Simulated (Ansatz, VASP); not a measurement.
**Two plane-wave programs on AlN**

POSCAR

```
AlN
1.0
    0.0000000000      2.1848764128      2.2176495589
    2.1848764128      0.0000000000      2.2176495589
    2.1848764128      2.1848764128      0.0000000000
Al N
1 1
Direct
    0.0000000000      0.0000000000      0.0000000000
    0.2500000000      0.2500000000      0.2500000000
```

File INCAR.step1:

```
SYSTEM = AlN
PREC     = Accurate       ! precision mode
ENCUT    = 520            ! plane-wave cutoff, eV
ISMEAR   = 0              ! smearing method
SIGMA    = 0.01           ! smearing width, eV
LREAL    = .False.        ! projectors in reciprocal space
LASPH    = .True.         ! aspherical terms in the spheres
NELM     = 100            ! most SCF steps
NBANDS   = 11             ! bands
GGA      = PE             ! functional
ALGO     = Normal         ! electronic algorithm
EDIFF    = 1E-4           ! SCF threshold, eV
LWAVE    = .True.         ! write WAVECAR
LCHARG   = .False.        ! write CHGCAR
```

INCAR.step2

```
SYSTEM = AlN
PREC     = Accurate       ! precision mode
ENCUT    = 520            ! plane-wave cutoff, eV
EDIFF    = 1E-7           ! SCF threshold, eV
ISMEAR   = 0              ! smearing method
SIGMA    = 0.01           ! smearing width, eV
LREAL    = .False.        ! projectors in reciprocal space
LASPH    = .True.         ! aspherical terms in the spheres
NELM     = 100            ! most SCF steps
ALGO     = Normal         ! electronic algorithm
ISIF     = 2              ! what is computed and relaxed
LWAVE    = .False.        ! write WAVECAR
LCHARG   = .False.        ! write CHGCAR
METAGGA  = R2SCAN         ! meta-GGA
LMIXTAU  = .True.       
NBANDS   = 11             ! bands
ISTART   = 1
```

KPOINTS

```
Automatic mesh
0
Gamma
  10 10 10
  0 0 0
```

Input for Ansatz:

```yaml
crystal:
  lattice:
    - [0.0, 2.1848764128, 2.2176495589]
    - [2.1848764128, 0.0, 2.2176495589]
    - [2.1848764128, 2.1848764128, 0.0]
  atoms:
    - { symbol: Al, position: [0.0, 0.0, 0.0] }
    - { symbol: "N", position: [0.25, 0.25, 0.25] }
kpoints:
  mp_grid: { grid: [10, 10, 10] }
  band_path:
    path:
      - [0.0, 0.0, 0.0]
      - [-0.5, -0.5, 0.0]
      - [-0.375, -0.375, 0.25]
      - [-0.375, 0.0, 0.375]
      - [0.0, 0.0, 0.5]
      - [-0.5, -0.25, 0.25]
    npoints: 1
hamiltonian:
  xc: r2scan
scf:
  occupations: { method: fixed }
  n_extra_bands: 4
output:
  forces: true
  stress: true
  eigenvalues: true
```

Change from the starting cell: uniaxial_z strain +1.5%.

Alike in both runs: task single point; functional r2SCAN; k mesh 10 × 10 × 10; no spin polarisation.

|  | VASP | Ansatz |
| --- | --- | --- |
| version | VASP 6.6.1 | Ansatz 0.2.0 |
| potentials or method | VASP PAW PBE potentials, release 64 (Al, N) | plane waves, PAW |
| plane-wave cutoff (eV) | 520 | 500 |
| occupations | gaussian, width 0.01 eV | fixed |
| valence electrons in the cell | 8 | 8 |

|  | VASP | Ansatz | Ansatz less VASP |
| --- | --- | --- | --- |
| gap on the k mesh at the Fermi level (eV) | 3.88 | 3.88 | +0.007 |
| pressure (GPa) | -3.5 | -3.1 | +0.39 |
| traceless stress, the component that is largest in VASP (GPa) | -1.54 | -1.53 | +0.004 |

VASP's potentials were made for PBE, not for r2SCAN.
